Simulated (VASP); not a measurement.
Input of a VASP 6.6.1 run:

The input INCAR:

```
PREC = Accurate
ENCUT = 520
EDIFF = 1E-7
ISMEAR = 0
SIGMA = 0.15
LREAL = False
LASPH = True
NELM = 60
ALGO = Normal
ISIF = 2
LWAVE = False
LCHARG = True
GGA = PS
LELF = True
LVHAR = True
NBANDS = 32
```

KPOINTS

```
Automatic mesh
0
Gamma
  12 12 18
```

File POSCAR:

```
TaO2
1.0
    5.2265499726      0.0000000000      0.0000000000
    0.0000000000      5.2265499726      0.0000000000
    0.0000000000      0.0000000000      2.5580932845
Ta O
2 4
Direct
    0.0000000000      0.0000000000      0.5000000000
    0.5000000000      0.5000000000      0.0000000000
    0.7134360097      0.2865639903      0.5000000000
    0.2865639903      0.7134360097      0.5000000000
    0.2134360097      0.2134360097      0.0000000000
    0.7865639903      0.7865639903      0.0000000000
```

Potentials or basis: VASP PAW PBE potentials, release 64 (Ta_pv, O).

Command:

```bash
$ cat potpaw_PBE.64/Ta_pv/POTCAR potpaw_PBE.64/O/POTCAR > POTCAR
$ mpirun -np 1 vasp_std > vasp.out
```

Problem. Estimate the largest force.

Solution. 0.799 eV/Å.

Problem. What does it give for the pressure?

Solution. 5.5 GPa.

Forces on the atoms (eV/Å):
```
Ta   0.000  0.000  0.000
Ta   0.000  0.000  0.000
O    0.565 -0.565  0.000
O   -0.565  0.565  0.000
O    0.565  0.565  0.000
O   -0.565 -0.565  0.000
```

Caveat: the cell stands under pressure; the PAW data sets were made with another functional, which shifts forces and pressure a little.
